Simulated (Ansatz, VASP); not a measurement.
# Two plane-wave programs on ZnS

INCAR

```
PREC = Accurate
ENCUT = 520
EDIFF = 1E-6
ISMEAR = -1
SIGMA = 0.02
LREAL = False
LASPH = True
NELM = 100
ALGO = Normal
ISIF = 2
LWAVE = False
LCHARG = False
GGA = PE
NBANDS = 26
```

Contents of KPOINTS:

```
Automatic mesh
0
Gamma
  12 12 4
```

POSCAR

```
ZnS
1.0
    3.8054508567      0.0000000000      0.0000000000
   -1.9027254283      3.2956171147      0.0000000000
    0.0000000000      0.0000000000      6.2439931111
Zn S
2 2
Direct
    0.3333333333      0.6666666667      0.0003381268
    0.6666666667      0.3333333333      0.5003381268
    0.3333333333      0.6666666667      0.3746618732
    0.6666666667      0.3333333333      0.8746618732
```

Input for Ansatz:

```yaml
crystal:
  lattice:
    - [3.8054508567, 0.0, 0.0]
    - [-1.9027254283, 3.2956171147, 0.0]
    - [0.0, 0.0, 6.2439931111]
  atoms:
    - { symbol: Zn, position: [0.3333333333, 0.6666666667, 0.0003381268] }
    - { symbol: Zn, position: [0.6666666667, 0.3333333333, 0.5003381268] }
    - { symbol: S, position: [0.3333333333, 0.6666666667, 0.3746618732] }
    - { symbol: S, position: [0.6666666667, 0.3333333333, 0.8746618732] }
kpoints:
  mp_grid: { grid: [12, 12, 4] }
  band_path:
    path:
      - [0.0, 0.0, 0.0]
      - [0.5, 0.0, 0.0]
      - [0.3333333333, 0.3333333333, 0.0]
      - [0.0, 0.0, 0.5]
      - [0.5, 0.0, 0.5]
      - [0.3333333333, 0.3333333333, 0.5]
    npoints: 1
hamiltonian:
  xc: pbe
scf:
  occupations: { method: fermi_dirac, width: 0.02 }
  n_extra_bands: 5
output:
  forces: true
  stress: true
  eigenvalues: true
  write_density: true
  write_potential: true
  elf: true
  volumetric_format: npy
```

Alike in both runs: task single point; functional PBE; k mesh 12 × 12 × 4; occupations fermi-dirac, width 0.02 eV; no spin polarisation.

```csv
,VASP,Ansatz
version,VASP 6.6.1,Ansatz 0.2.0
potentials or method,"VASP PAW PBE potentials, release 64 (Zn, S)","plane waves, PAW"
plane-wave cutoff (eV),520,420
valence electrons in the cell,36,36
```

VASP gave:

- gap on the k mesh at the Fermi level (eV): 2.22
- pressure (GPa): 2.4

Question: Estimate Ansatz's values.

Answer: gap on the k mesh at the Fermi level (eV): 2.21; pressure (GPa): 2.3.
